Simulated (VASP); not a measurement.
# Ti3N3O in VASP: notebook, part 2 of 2

VASP 6.6.1. The steps go on from the part before.

### 3 Single point, PBE

INCAR reads:

```
SYSTEM = Ti3N3O
  PREC = Accurate
  ENCUT = 520
  EDIFF = 1E-7
  ISMEAR = 0
  SIGMA = 0.1
  LREAL = .False.
  LASPH = .True.
  NELM = 80
  ALGO = Normal
  ISIF = 2
  LWAVE = .False.
  LCHARG = .False.
  LDIPOL = .True.
  IDIPOL = 3
  DIPOL = 0.5 0.5 0.358
  GGA = PE
  NBANDS = 38
```

KPOINTS reads:

```
regular mesh
0
Gamma
  9 9 1
  0 0 0
```

POSCAR reads:

```
Ti3N3O
1.0
    3.0028555065      0.0000000000      0.0000000000
   -1.5014277533      2.6005491526      0.0000000000
    0.0000000000      0.0000000000     21.5541471922
N Ti O
3 3 1
Direct
    0.3333333333      0.6666666667      0.1855791354
    0.0000000000      0.0000000000      0.2993308525
    0.6666666667      0.3333333333      0.4147299352
    0.6666666667      0.3333333333      0.2424549940
    0.3333333333      0.6666666667      0.3575097830
    0.1417502704      0.2835005408      0.4814869449
    0.8333333333      0.6666666667      0.5244657831
```

Potentials or basis: VASP PAW PBE potentials, release 64 (N, Ti_sv, O).

Started as:

```
$ cat potpaw_PBE.64/N/POTCAR potpaw_PBE.64/Ti_sv/POTCAR potpaw_PBE.64/O/POTCAR > POTCAR
$ mpirun -np 1 vasp_std > vasp.out
```

OUTCAR:

```text
SYSTEM = Ti3N3O
   PREC = Accurate
   ENCUT = 520
   EDIFF = 1E-7
   ISMEAR = 0
   LREAL = .False.
   LASPH = .True.
   NELM = 80
   ISIF = 2
   GGA = PE

 ion  position               nearest neighbor table
   1  0.333  0.667  0.186-   4 2.12   4 2.12   4 2.12
   2  0.000  0.000  0.299-   4 2.12   4 2.12   4 2.12   5 2.14   5 2.14   5 2.14
   3  0.667  0.333  0.415-   6 2.08   6 2.08   5 2.13   5 2.13   5 2.13
   4  0.667  0.333  0.242-   2 2.12   2 2.12   2 2.12   1 2.12   1 2.12   1 2.12
   5  0.333  0.667  0.358-   3 2.13   3 2.13   3 2.13   2 2.14   2 2.14   2 2.14   6 2.85
   6  0.142  0.284  0.481-   7 1.85   7 2.03   7 2.03   3 2.08   3 2.08   5 2.85
   7  0.833  0.667  0.524-   6 1.85   6 2.03   6 2.03
[... 1200 lines left out ...]
  in kB      -34.3563444     15.3907760    -40.8919873     -0.0000000      1.9836270     -0.0000000
  external PRESSURE =     -19.9525186 kB  Pullay stress =       0.0000000 kB

 VOLUME and BASIS-vectors are now :
 -----------------------------------------------------------------------------
  energy-cutoff  :      520.00
  volume of cell :      168.32
      direct lattice vectors                 reciprocal lattice vectors
     3.002855506  0.000000000  0.000000000     0.333016357  0.192267083  0.000000000
    -1.501427753  2.600549153  0.000000000     0.000000000  0.384534166  0.000000000
     0.000000000  0.000000000 21.554147192     0.000000000  0.000000000  0.046394784

 POSITION                                       TOTAL-FORCE (eV/Angst)
 -----------------------------------------------------------------------------------
     -0.00000      1.73370      4.00000        -0.000000      0.065770      4.279720
      0.00000      0.00000      6.45182        -0.000000      0.066176      1.439332
      1.50143      0.86685      8.93915        -0.000000      0.017169     -0.131556
      1.50143      0.86685      5.22591         0.000000     -0.006953     -5.418404
     -0.00000      1.73370      7.70582         0.000000     -0.291670     -0.205570
     -0.00000      0.73726     10.37804        -0.000000      0.044568     -0.029940
      1.50143      1.73370     11.30441        -0.000000      0.104940      0.066417
 -----------------------------------------------------------------------------------
    total drift:                               -0.000000      0.000200     -0.000580

  FREE ENERGIE OF THE ION-ELECTRON SYSTEM (eV)
  ---------------------------------------------------
  free  energy   TOTEN  =       -63.6502901847 eV

  energy  without entropy=      -63.6271454044  energy(sigma->0) =      -63.63871779

 vacuum level on the upper side and lower side of the slab         4.946         7.801
```

OSZICAR:

```text
N       E                     dE             d eps       ncg     rms          rms(c)
DAV:   1     0.781209977457E+03    0.78121E+03   -0.29382E+04  2052   0.153E+03
DAV:   2     0.515476120068E+02   -0.72966E+03   -0.70331E+03  2126   0.484E+02
DAV:   3    -0.713827746350E+02   -0.12293E+03   -0.12060E+03  2830   0.181E+02
[... 27 lines left out ...]
DAV:  31    -0.636502896288E+02   -0.11134E-05   -0.11065E-07  1484   0.148E-03    0.453E-04
DAV:  32    -0.636502898582E+02   -0.22940E-06   -0.19964E-08  1312   0.838E-04    0.322E-04
DAV:  33    -0.636502900553E+02   -0.19705E-06   -0.16623E-08  1326   0.658E-04    0.241E-04
DAV:  34    -0.636502901649E+02   -0.10965E-06   -0.14874E-08  1306   0.596E-04    0.114E-04
DAV:  35    -0.636502901847E+02   -0.19804E-07   -0.42600E-09  1076   0.335E-04
   1 F= -.63650290E+02 E0= -.63638718E+02  d E =-.231448E-01
```

stdout:

```text
POSCAR found type information on POSCAR N TiO
 POSCAR found :  3 types and       7 ions
 scaLAPACK will be used
 LDA part: xc-table for (Slater+PW92), standard interpolation
 POSCAR, INCAR and KPOINTS ok, starting setup
 FFT: planning ... GRIDC
 FFT: planning ... GRID_SOFT
 FFT: planning ... GRID
 WAVECAR not read
 entering main loop
```

It took 2.6 min on 1 thread of Intel Xeon 6975P-C (Granite Rapids), shared host; peak memory 0.36 GiB.

What came out:

* Free energy: -63.6503 eV
* Largest force: 5.418 eV/Å
* Band gap on the k mesh: zero (an odd number of electrons rules out a gap without spin polarisation)

Forces on the atoms (eV/Å):
```
N    0.000  0.066  4.280
N    0.000  0.066  1.439
N    0.000  0.017 -0.132
Ti   0.000 -0.007 -5.418
Ti   0.000 -0.292 -0.206
Ti   0.000  0.045 -0.030
O    0.000  0.105  0.066
```

Levels at points of the mesh, in eV from the Fermi level:
| k point | band 25 | band 26 | band 27 | band 28 | band 29 | band 30 | band 31 | band 32 |
| --- | --- | --- | --- | --- | --- | --- | --- | --- |
| (0.00, 0.00, 0.00) | -2.26 | -0.94 | -0.26 | -0.01 | 0.19 | 0.43 | 0.59 | 1.05 |

Caveat: an odd number of electrons without spin polarisation forces a metal; a magnetic or distorted state may lie lower.

### 4 Single point, PBE

INCAR reads:

```
  ALGO = Normal
  DIPOL = 0.5 0.5 0.358
  EDIFF = 1E-6
  ENCUT = 520
  GGA = PE
  IDIPOL = 3
  ISIF = 2
  ISMEAR = 0
  LASPH = T
  LCHARG = F
  LDIPOL = T
  LREAL = F
  LWAVE = F
  NBANDS = 38
  NELM = 60
  PREC = Accurate
  SIGMA = 0.1
```

KPOINTS reads:

```
k-points
0
Gamma
  9 9 1
```

POSCAR reads:

```
Ti3N3O
1.0
    3.0028555065      0.0000000000      0.0000000000
   -1.5014277533      2.6005491525      0.0000000000
    0.0000000000      0.0000000000     21.5541471922
N Ti O
3 3 1
Direct
    0.3333333333      0.6666666667      0.1855791354
    0.0000000000      0.0000000000      0.2993308525
    0.6666666667      0.3333333333      0.4147299352
    0.6666666667      0.3333333333      0.2424549940
    0.3333333333      0.6666666667      0.3575097830
    0.1417504266     -0.1417504266      0.4814874360
    0.8333333333      0.1666666667      0.5244661382
```

Started as:

```
$ cat potpaw_PBE.64/N/POTCAR potpaw_PBE.64/Ti_sv/POTCAR potpaw_PBE.64/O/POTCAR > POTCAR
$ mpirun -np 1 vasp_std > vasp.out
```

Wall time 2.4 min (1 thread of Intel Xeon 6975P-C (Granite Rapids), shared host); peak memory 0.36 GiB.

The run converged. Its results:

```
Free energy            : -63.6503 eV
Largest force          : 5.419 eV/Å
Band gap on the k mesh : zero (an odd number of electrons rules out a gap without spin polarisation)
```

Forces on the atoms (eV/Å):
```
N    0.057 -0.033  4.280
N    0.057 -0.033  1.440
N    0.015 -0.009 -0.132
Ti  -0.006  0.003 -5.419
Ti  -0.253  0.146 -0.205
Ti   0.039 -0.022 -0.030
O    0.091 -0.052  0.066
```

Levels at points of the mesh, in eV from the Fermi level:
```tsv
k point	band 25	band 26	band 27	band 28	band 29	band 30	band 31	band 32
(0.00, 0.00, 0.00)	-2.26	-0.94	-0.26	-0.01	0.19	0.43	0.59	1.05
```

Caveat: an odd number of electrons without spin polarisation forces a metal; a magnetic or distorted state may lie lower.

### 5 Overview

| cell | gap on the mesh (eV) | largest force (eV/Å) |
| --- | --- | --- |
| a = 3.003, b = 3.003, c = 21.554 Å, angles 90.0, 90.0, 120.0°, 7 atoms, atomic positions A | none | 5.42 |
| a = 3.003, b = 3.003, c = 21.554 Å, angles 90.0, 90.0, 120.0°, 7 atoms, atomic positions B | none | 5.42 |
| a = 3.003, b = 3.003, c = 21.554 Å, angles 90.0, 90.0, 120.0°, 7 atoms, atomic positions C | none | 5.42 |

Alike in all rows: task single point; level PBE; potentials or basis VASP PAW PBE potentials, release 64 (N, Ti_sv, O); no spin polarisation; k mesh 9 × 9 × 1; cutoff (eV) 520; smearing gaussian 0.1 eV.

Caveats: an odd number of electrons without spin polarisation forces a metal; a magnetic or distorted state may lie lower.

Total energies depend on the potentials used, so only differences within one code and one set of settings carry meaning.
